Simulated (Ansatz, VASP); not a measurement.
## SnTe: VASP beside Ansatz

```xyz
2
Lattice="0.0000 3.1841 3.1841 3.1841 0.0000 3.1841 3.1841 3.1841 0.0000" Properties=species:S:1:pos:R:3 pbc="T T T"
Sn    0.0000    0.0000    0.0000
Te    3.1841    3.1841    3.1841
```

Alike in both runs: functional r2SCAN; k mesh 13 × 13 × 13; occupations fermi-dirac, width 0.08 eV; no spin polarisation.

Ansatz relaxed the structure, and its values are those at the end. VASP's run is a single point on that final structure, the one shown.

|  | VASP | Ansatz |
| --- | --- | --- |
| version | VASP 6.6.1 | Ansatz 0.2.0 |
| potentials or method | VASP PAW PBE potentials, release 64 (Sn_d, Te) | PAW with Ansatz's default frozen-core files, scalar-relativistic |
| plane-wave cutoff (eV) | 520 | 500 |
| valence electrons in the cell | 20 | 30 |

|  | VASP | Ansatz | Ansatz less VASP |
| --- | --- | --- | --- |
| pressure (GPa) | 0.0 | 0.0 | -0.01 |

VASP's potentials were made for PBE, not for r2SCAN. VASP's potentials hold 20 valence electrons a cell and Ansatz's 30, so a difference there can come from the potentials and not from the codes.

Spin-orbit coupling is off throughout.
